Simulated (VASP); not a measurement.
Here is a VASP 6.6.1 calculation.

Contents of POSCAR:

```
Zr2N
1.0
    5.4497570808      0.0000000000      0.0000000000
    0.0000000000      5.4497570808      0.0000000000
    0.0000000000      0.0000000000      3.3166873908
Zr N
4 2
Direct
    0.2969675896      0.2969675896      0.0000000000
    0.7030324104      0.7030324104      0.0000000000
    0.7969675896      0.2030324104      0.5000000000
    0.2030324104      0.7969675896      0.5000000000
    0.0000000000      0.0000000000      0.0000000000
    0.5000000000      0.5000000000      0.5000000000
```

File INCAR.step1:

```
SYSTEM = Zr2N
PREC = Accurate
ENCUT = 520
ISMEAR = 0
SIGMA = 0.1
LREAL = .FALSE.
LASPH = .TRUE.
NELM = 100
NBANDS = 38
GGA = PE
ALGO = Normal
EDIFF = 1E-4
LWAVE = .TRUE.
LCHARG = .FALSE.
KPAR = 2
```

The input INCAR.step2:

```
SYSTEM = Zr2N
PREC = Accurate
ENCUT = 520
EDIFF = 1E-7
ISMEAR = 0
SIGMA = 0.1
LREAL = .FALSE.
LASPH = .TRUE.
NELM = 100
ALGO = Normal
ISIF = 2
LWAVE = .FALSE.
LCHARG = .FALSE.
METAGGA = R2SCAN
LMIXTAU = .TRUE.
NBANDS = 38
ISTART = 1
KPAR = 2
```

Contents of KPOINTS:

```
Automatic mesh
0
G
  8 8 10
  0 0 0
```

Potentials or basis: VASP PAW PBE potentials, release 64 (Zr_sv, N).

Command:

```sh
$ cat potpaw_PBE.64/Zr_sv/POTCAR potpaw_PBE.64/N/POTCAR > POTCAR
$ cp INCAR.step1 INCAR
$ mpirun -np 2 vasp_std > vasp.out
$ cp INCAR.step2 INCAR
$ mpirun -np 2 vasp_std > vasp.out
```

(1) What does it give for the band gap on the k mesh?

(2) What does it give for the largest force?

(3) Estimate the pressure.

## Answers

(1) zero (bands 29 and 30 overlap by 2.58 eV).

(2) 0.005 eV/Å.

(3) -2.9 GPa.

Caveat: the PAW data sets were made with another functional, which shifts forces and pressure a little.
